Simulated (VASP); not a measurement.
**PbO (Litharge): single point with PBE**

The system is PbO (Litharge).

```
Pb O
1.0
     3.99000    0.00000    0.00000
     0.00000    3.99000    0.00000
     0.00000    0.00000    5.01000
Pb O
2 2
Direct
  0.00000 0.50000 0.24000
  0.50000 0.00000 0.76000
  0.00000 0.00000 0.00000
  0.50000 0.50000 0.00000
```

* Program: VASP 6.6.1
* Task: single point
* Functional: PBE
* Potentials or basis: VASP PAW PBE potentials, release 64 (Pb_d, O)
* Cutoff: 520 eV
* k mesh: 4 × 4 × 3
* Occupations: gaussian, width 0.01 eV
* Spin: no spin polarisation
* Dipole correction: no
* Further INCAR settings: ALGO = Normal; EDIFF = 1e-06; NBANDS = 28

| Property | Result |
| --- | --- |
| Pressure | 3.1 GPa |
| Largest force | 0.027 eV/Å |
| Band gap on the k mesh | 1.16 eV, indirect (least direct gap 2.11 eV) |

Forces on the atoms (eV/Å):
```
Pb   0.000  0.000  0.027
Pb   0.000  0.000 -0.027
O    0.000  0.000  0.000
O    0.000  0.000  0.000
```

Stress tensor (GPa, compression positive):
```
3.47 0.00 0.00
0.00 3.47 0.00
0.00 0.00 2.29
```

Levels at points of the mesh, in eV from the valence-band top:
```
           k point  band 16  band 17  band 18  band 19  band 20  band 21  band 22  band 23  band 24  band 25
(0.00, 0.00, 0.00)    -4.15    -1.64    -1.56    -1.56     0.00     2.42     5.55     5.55     5.60     6.63
(0.50, 0.00, 0.00)    -3.11    -2.90    -2.90    -1.64    -1.64     3.39     3.39     6.62     6.62     6.64
(0.50, 0.50, 0.00)    -3.33    -1.66    -1.66    -0.95    -0.95     1.16     1.16     5.26     5.26     7.87
```

Run time: 22 s on 1 thread of AMD EPYC 9R45 (Zen 5), with other jobs on the host, peak memory 0.15 GiB.

Caveat: spin-orbit coupling is left out, which moves the levels of the heavy elements. A k mesh can miss the band edges.
